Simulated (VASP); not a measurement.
Input of a VASP 6.6.1 run:

INCAR

```
SYSTEM = P
ALGO     = Normal         ! electronic algorithm
EDIFF    = 1E-6           ! SCF threshold, eV
ENCUT    = 520            ! plane-wave cutoff, eV
ISIF     = 2              ! what is computed and relaxed
ISMEAR   = 0              ! smearing method
LASPH    = .TRUE.         ! aspherical terms in the spheres
LCHARG   = .TRUE.         ! write CHGCAR
LELF     = .TRUE.         ! ELF
LREAL    = .FALSE.        ! projectors in reciprocal space
LVHAR    = .TRUE.       
LWAVE    = .FALSE.        ! write WAVECAR
NBANDS   = 18             ! bands
NELM     = 60             ! most SCF steps
PREC     = Accurate       ! precision mode
SIGMA    = 0.05           ! smearing width, eV
```

The input KPOINTS:

```
k-points
0
G
  12 12 10
  0 0 0
```

The input POSCAR:

```
P
1.0
    1.6582000000     -5.2420000000      0.0000000000
    1.6582000000      5.2420000000      0.0000000000
    0.0000000000      0.0000000000      4.3793000000
P
4
Direct
    0.8982448655      0.1017551345      0.0808870328
    0.6017551345      0.3982448655      0.5808870328
    0.1017551345      0.8982448655      0.9191129672
    0.3982448655      0.6017551345      0.4191129672
```

Potentials or basis: VASP PAW LDA potentials, release 64 (P).

The run is started by

```bash
$ cat potpaw_LDA.64/P/POTCAR > POTCAR
$ mpirun -np 1 vasp_std > vasp.out
```

(1) Estimate the pressure.

(2) What does it give for the largest force?

(3) Estimate the band gap on the k mesh.

## Answers

(1) -2.7 GPa.

(2) 0.045 eV/Å.

(3) zero (band 10 reaches 6.67 eV, above the bottom of band 11 at 6.52 eV).
